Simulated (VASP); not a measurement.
# Fe (Fmmm) in VASP: further runs

The runs below take Fe through single point, with LDA, PBEsol.

All numbers are computed with VASP 6.6.1; they aren't measurements. Logs are shortened: lines on timing, memory, paths and dates and some standing lists are left out, and cuts for length are marked.

## (1) The cell of the first run

It takes space group Fmmm (No. 69, orthorhombic). The conventional cell has a = 3.017 Å, b = 3.909 Å, c = 3.956 Å, α = 90.00°, β = 90.00°, γ = 90.00°. Within 3.3 Å of Fe (site symmetry mmm) lie 14 Fe at 2.47 to 3.02 Å.

## (2) Single point, LDA, collinear spin, ferromagnetic start (volume scaled by 1.02)

INCAR

```
SYSTEM = Fe
PREC = Accurate
ENCUT = 520
EDIFF = 1E-6
ISMEAR = -1
SIGMA = 0.05
LREAL = .False.
LASPH = .True.
NELM = 150
ALGO = Normal
ISIF = 2
LWAVE = .False.
LCHARG = .False.
ISPIN = 2
MAGMOM = 3
LORBIT = 11
LMAXMIX = 4
GGA = CA
NBANDS = 14
```

KPOINTS

```
Automatic mesh
0
Gamma
  13 13 13
  0 0 0
```

POSCAR

```
Fe
1.0
    0.0000000000      1.9545992686      1.9781194830
    1.5083634409      0.0000000000      1.9781194830
    1.5083634409      1.9545992686      0.0000000000
Fe
1
Direct
    0.0000000000      0.0000000000      0.0000000000
```

Potentials or basis: VASP PAW LDA potentials, release 64 (Fe).

Started as:

```sh
$ cat potpaw_LDA.64/Fe/POTCAR > POTCAR
$ mpirun -np 1 vasp_std > vasp.out
```

OUTCAR:

```text
SYSTEM = Fe
   PREC = Accurate
   ENCUT = 520
   EDIFF = 1E-6
   ISMEAR = -1
   LREAL = .False.
   LASPH = .True.
   NELM = 150
   ISIF = 2
   ISPIN = 2
   LORBIT = 11
   GGA = CA

 ion  position               nearest neighbor table
   1  0.000  0.000  0.000-

  LATTYP: Found a face centered orthorhombic cell.
 ALAT       =     3.0167268818
 B/A-ratio  =     1.2958410524
 C/A-ratio  =     1.3114342534

  Lattice vectors:

 A1 = (   0.0000000000,   1.9545992686,   1.9781194830)
 A2 = (   1.5083634409,   0.0000000000,   1.9781194830)
 A3 = (   1.5083634409,   1.9545992686,   0.0000000000)

Analysis of symmetry for initial positions (statically):
=====================================================================
 Subroutine PRICEL returns:
 Original cell was already a primitive cell.

 Routine SETGRP: Setting up the symmetry group for a
 face centered orthorhombic supercell.

 Subroutine GETGRP returns: Found  8 space group operations
 (whereof  8 operations were pure point group operations)
 out of a pool of  8 trial point group operations.

The static configuration has the point symmetry D_2h.

Analysis of symmetry for dynamics (positions and initial velocities):
=====================================================================
 Subroutine PRICEL returns:
 Original cell was already a primitive cell.

 Routine SETGRP: Setting up the symmetry group for a
 face centered orthorhombic supercell.

 Subroutine GETGRP returns: Found  8 space group operations
 (whereof  8 operations were pure point group operations)
 out of a pool of  8 trial point group operations.

The dynamic configuration has the point symmetry D_2h.

Analysis of structural, dynamic, and magnetic symmetry:
=====================================================================
 Subroutine PRICEL returns:
 Original cell was already a primitive cell.

 Routine SETGRP: Setting up the symmetry group for a
 face centered orthorhombic supercell.

 Subroutine GETGRP returns: Found  8 space group operations
 (whereof  8 operations were pure point group operations)
 out of a pool of  8 trial point group operations.

The overall configuration has the point symmetry D_2h.

 Subroutine INISYM returns: Found  8 space group operations
 (whereof  8 operations are pure point group operations),
 and found     1 'primitive' translations

----------------------------------------------------------------------------------------

                                     Primitive cell

  volume of cell :      11.6640

  direct lattice vectors                    reciprocal lattice vectors
     0.000000000  1.954599269  1.978119483    -0.331485096  0.255806910  0.252765318
     1.508363441  0.000000000  1.978119483     0.331485096 -0.255806910  0.252765318
     1.508363441  1.954599269  0.000000000     0.331485096  0.255806910 -0.252765318

  length of vectors
     2.780901830  2.487592603  2.468930653     0.489090840  0.489090840  0.489090840

  position of ions in fractional coordinates (direct lattice)
     0.000000000  0.000000000  0.000000000

  ion indices of the primitive-cell ions
   primitive index   ion index
                 1           1

----------------------------------------------------------------------------------------

 KPOINTS: Automatic mesh

Automatic generation of k-mesh.
 Grid dimensions read from file:
 generate k-points for:   13   13   13

 Generating k-lattice:

  Cartesian coordinates                     Fractional coordinates (reciprocal lattice)
    -0.025498854  0.019677455  0.019443486     0.076923077  0.000000000  0.000000000
     0.025498854 -0.019677455  0.019443486     0.000000000  0.076923077  0.000000000
     0.025498854  0.019677455 -0.019443486     0.000000000  0.000000000  0.076923077

  Length of vectors
     0.037622372  0.037622372  0.037622372

  Shift w.r.t. Gamma in fractional coordinates (k-lattice)
     0.000000000  0.000000000  0.000000000

 Subroutine IBZKPT returns following result:
 ===========================================

 Found    343 irreducible k-points:

 Following reciprocal coordinates:
            Coordinates               Weight
  0.000000  0.000000  0.000000      1.000000
  0.076923  0.000000  0.000000      8.000000
  0.153846  0.000000  0.000000      8.000000
  0.230769  0.000000  0.000000      8.000000
  0.307692  0.000000  0.000000      8.000000
  0.384615  0.000000  0.000000      8.000000
[... 16 lines left out ...]
  0.384615  0.153846  0.000000      8.000000
  0.461538  0.153846  0.000000      8.000000
 [... further k-points ...]
   k-points           NKPTS =    343   k-points in BZ     NKDIM =    343   number of bands    NBANDS=     14
   number of dos      NEDOS =    301   number of ions     NIONS =      1
   total plane-waves  NPLWV =   8640
   dimension x,y,z NGX =    24 NGY =   20 NGZ =   18
   dimension x,y,z NGXF=    48 NGYF=   40 NGZF=   36
   ions per type =               1
   NGX,Y,Z   is equivalent  to a cutoff of  14.35, 13.37, 12.12 a.u.
   NGXF,Y,Z  is equivalent  to a cutoff of  28.70, 26.73, 24.24 a.u.
 SYSTEM =  Fe
   PREC   = accura    normal or accurate (medium, high low for compatibility)
   ISTART =      0    job   : 0-new  1-cont  2-samecut
   ICHARG =      2    charge: 1-file 2-atom 10-const
   ISPIN  =      2    spin polarized calculation?
   LNONCOLLINEAR =      F non collinear calculations
   LSORBIT =      F    spin-orbit coupling
   LASPH  =      T    aspherical Exc in radial PAW
   ENCUT  =  520.0 eV  38.22 Ry    6.18 a.u.   5.17  4.63  4.59*2*pi/ulx,y,z
   NELM   =    150;   NELMIN=  2; NELMDL= -5     # of ELM steps
   EDIFF  = 0.1E-05   stopping-criterion for ELM
   LREAL  =      F    real-space projection
   EDIFFG = 0.1E-04   stopping-criterion for IOM
   NSW    =      0    number of steps for IOM
   IBRION =     -1    ionic relax: 0-MD 1-quasi-New 2-CG
   NFREE  =      0    steps in history (QN), initial steepest desc. (CG)
   ISIF   =      2    stress and relaxation
   ISYM   =      2    0-nonsym 1-usesym 2-fastsym
   POTIM  = 0.5000    time-step for ionic-motion
   TEBEG  =    0.0;   TEEND  =   0.0 temperature during run
   PSTRESS=    0.0 pullay stress
   NELECT =       8.0000    total number of electrons
   NUPDOWN=      -1.0000    fix difference up-down
   EMIN   =  10.00;   EMAX   =-10.00  energy-range for DOS
   EFERMI =   0.00;   METHOD = LEGACY
   ISMEAR =    -1;   SIGMA  =   0.05  broadening in eV -4-tet -1-fermi 0-gaus
   EFERMI_NEDOS =   21; number of points for ismear=-14 and -15
   IALGO  =     38    algorithm
   IMIX   =      4    mixing-type and parameters
     AMIX     =   0.40;   BMIX     =  1.00
     AMIX_MAG =   1.60;   BMIX_MAG =  1.00
  volume/ion in A,a.u.               =      11.66        78.71
  Fermi-wavevector in a.u.,A,eV,Ry     =   1.443741  2.728276 28.359837  2.084389
  Thomas-Fermi vector in A             =   2.562115
   LORBIT       =     11    0 simple, 1 ext, 2 COOP (PROOUT), +10 PAW based schemes
   GGA     = CA    functional components
   LHFCALC =     F    Hartree Fock is set to
   AEXX    =    0.0000 exact exchange contribution
   IVDW    =     0    specifies the selected vdW correction
   LEPSILON=     F    determine dielectric tensor
   LRPA    =     F    only Hartree local field effects (RPA)
 spin polarized calculation
  energy-cutoff  :      520.00
  volume of cell :       11.66
 maximum number of plane-waves:       337
 NGX is ok and might be reduce to    24
   NGX = 11   NGY =  9   NGZ =  9

 number of electron       7.9999996 magnetization       2.1472426

 Free energy of the ion-electron system (eV)
  ---------------------------------------------------
  ext. energy  EPLUGINS =         0.00000000
  ---------------------------------------------------
  free energy    TOTEN  =        -9.10854451 eV

  energy without entropy =       -9.09882468  energy(sigma->0) =       -9.10368460

 E-fermi :   5.4412     XC(G=0): -13.2680

 val. band max:        5.4356876503   @ k =   0.4615   0.0769   0.3846
 cond. band min:       5.4411816333   @ k =  -0.4615  -0.0000   0.4615
 fundamental gap:      0.0054939831
 Fermi energy:         5.4411715899

 spin component 1

 k-point     1 :       0.0000    0.0000    0.0000
  band No.  band energies     occupation
      1      -2.9613      1.00000
      2       3.0330      1.00000
      3       3.1309      1.00000
      4       3.4846      1.00000
      5       4.2462      1.00000
      6       4.6419      1.00000
      7      28.9537      0.00000
      8      30.4122      0.00000
      9      30.6626      0.00000
     10      34.5148      0.00000
     11      35.5904      0.00000
     12      35.6153      0.00000
     13      36.1594      0.00000
     14      36.2358      0.00000
[... 375 lines left out ...]
 k-point    24 :       0.4615    0.1538    0.0000
  band No.  band energies     occupation
      1       1.0201      1.00000
      2       2.3876      1.00000
      3       3.1189      1.00000
      4       4.2304      1.00000
      5       4.9635      0.99993
      6       6.6930      0.00000
      7      14.9465      0.00000
      8      20.7003      0.00000
      9      25.2341      0.00000
     10      30.9047      0.00000
     11      34.0702      0.00000
     12      37.4181      0.00000
     13      43.7210      0.00000
     14      45.2703      0.00000

 [... further k-points ...]

 spin component 2

 k-point     1 :       0.0000    0.0000    0.0000
  band No.  band energies     occupation
      1      -2.5914      1.00000
      2       4.7454      1.00000
      3       4.8758      0.99999
      4       5.3252      0.91054
      5       6.4138      0.00000
      6       6.9532      0.00000
      7      29.0931      0.00000
      8      30.5774      0.00000
      9      30.8479      0.00000
     10      35.0719      0.00000
     11      35.9424      0.00000
     12      36.4364      0.00000
     13      36.9660      0.00000
     14      37.0458      0.00000
[... 375 lines left out ...]
 k-point    24 :       0.4615    0.1538    0.0000
  band No.  band energies     occupation
      1       2.0341      1.00000
      2       3.9988      1.00000
      3       4.3885      1.00000
      4       6.3109      0.00000
      5       7.1739      0.00000
      6       8.3392      0.00000
      7      15.9444      0.00000
      8      21.3849      0.00000
      9      25.8235      0.00000
     10      31.3683      0.00000
     11      34.6412      0.00000
     12      38.0385      0.00000
     13      44.1160      0.00000
     14      45.9210      0.00000

 [... further k-points ...]
[... 5 lines left out ...]
  --------------------------------------------------------------------------------------
  -------------------------------------------------------------------------------------
  Total       -1.9951649     -1.3705326     -1.4766245      0.0000000      0.0000000      0.0000000
  in kB     -274.0584112   -188.2581116   -202.8310317      0.0000000      0.0000000      0.0000000
  external PRESSURE =    -221.7158515 kB  Pullay stress =       0.0000000 kB

 VOLUME and BASIS-vectors are now :
 -----------------------------------------------------------------------------
  energy-cutoff  :      520.00
  volume of cell :       11.66
      direct lattice vectors                 reciprocal lattice vectors
     0.000000000  1.954599269  1.978119483    -0.331485096  0.255806910  0.252765318
     1.508363441  0.000000000  1.978119483     0.331485096 -0.255806910  0.252765318
     1.508363441  1.954599269  0.000000000     0.331485096  0.255806910 -0.252765318

 POSITION                                       TOTAL-FORCE (eV/Angst)
 -----------------------------------------------------------------------------------
      0.00000      0.00000      0.00000         0.000000      0.000000     -0.000000
 -----------------------------------------------------------------------------------
    total drift:                                0.000000     -0.000000      0.000000

  FREE ENERGIE OF THE ION-ELECTRON SYSTEM (eV)
  ---------------------------------------------------
  free  energy   TOTEN  =        -9.1085445119 eV

  energy  without entropy=       -9.0988246784  energy(sigma->0) =       -9.10368460

 total charge

# of ion       s       p       d       tot
------------------------------------------
    1        0.478   0.511   6.240   7.228

 magnetization (x)

# of ion       s       p       d       tot
------------------------------------------
    1       -0.012  -0.033   2.169   2.125
```

Run time: 93 s. Hardware: 1 thread of Intel Xeon Platinum 8259CL at 2.50GHz (Skylake/Cascade Lake), shared host; peak memory 0.19 GiB.

What came out:

```
Free energy                                           : -9.1085 eV
Pressure                                              : -22.2 GPa
Net moment                                            : 2.15 μB per cell
Site moments                                          : Fe +2.12 μB
Valence electrons inside the program's atomic spheres : Fe 7.23
```

Levels at points of the mesh, in eV from the Fermi level:
Spin up:
| k point | band 1 | band 2 | band 3 | band 4 | band 5 | band 6 | band 7 | band 8 | band 9 | band 10 |
| --- | --- | --- | --- | --- | --- | --- | --- | --- | --- | --- |
| (0.00, 0.00, 0.00) | -8.40 | -2.41 | -2.31 | -1.96 | -1.19 | -0.80 | 23.51 | 24.97 | 25.22 | 29.07 |
Spin down:
```csv
k point,band 1,band 2,band 3,band 4,band 5,band 6,band 7
"(0.00, 0.00, 0.00)",-8.03,-0.70,-0.57,-0.12,0.97,1.51,23.65
```

## (3) Single point, PBEsol, collinear spin, ferromagnetic start (volume scaled by 1.02)

INCAR

```
SYSTEM = Fe
  PREC = Accurate
  ENCUT = 520
  EDIFF = 1E-6
  ISMEAR = -1
  SIGMA = 0.05
  LREAL = .False.
  LASPH = .True.
  NELM = 150
  ALGO = Normal
  ISIF = 2
  LWAVE = .False.
  LCHARG = .False.
  ISPIN = 2
  MAGMOM = 3
  LORBIT = 11
  LMAXMIX = 4
  GGA = PS
  NBANDS = 14
```

KPOINTS

```
regular mesh
0
Gamma
  13 13 13
  0 0 0
```

POSCAR is that of step 2.

Potentials or basis: VASP PAW PBE potentials, release 64 (Fe).

Started as:

```sh
$ cat potpaw_PBE.64/Fe/POTCAR > POTCAR
$ mpirun -np 1 vasp_std > vasp.out
```

Run time: 92 s. Hardware: 1 thread of Intel Xeon Platinum 8259CL at 2.50GHz (Skylake/Cascade Lake), shared host; peak memory 0.2 GiB.

It converged, with:

```yaml
Free_energy: -8.8643 eV
Pressure: -12.8 GPa
Net_moment: 2.25 μB per cell
Site_moments: Fe +2.25 μB
Valence_electrons_inside_the_program's_atomic_spheres: Fe 7.22
```

Stress tensor (GPa, compression positive):
```
-17.23   0.00   0.00
  0.00  -9.89   0.00
  0.00   0.00 -11.38
```

Levels at points of the mesh, in eV from the Fermi level:
Spin up:
```
           k point  band 1  band 2  band 3  band 4  band 5  band 6  band 7  band 8  band 9  band 10
(0.00, 0.00, 0.00)   -8.39   -2.43   -2.34   -2.02   -1.30   -0.92   23.58   25.03   25.29    29.11
```
Spin down:
```csv
k point,band 1,band 2,band 3,band 4,band 5,band 6,band 7,band 8
"(0.00, 0.00, 0.00)",-8.13,-0.51,-0.37,0.10,1.26,1.85,23.46,24.96
```

Caveat: the PAW data sets were made with another functional, which shifts forces and pressure a little.

(Part 1 of 2 ends here.)
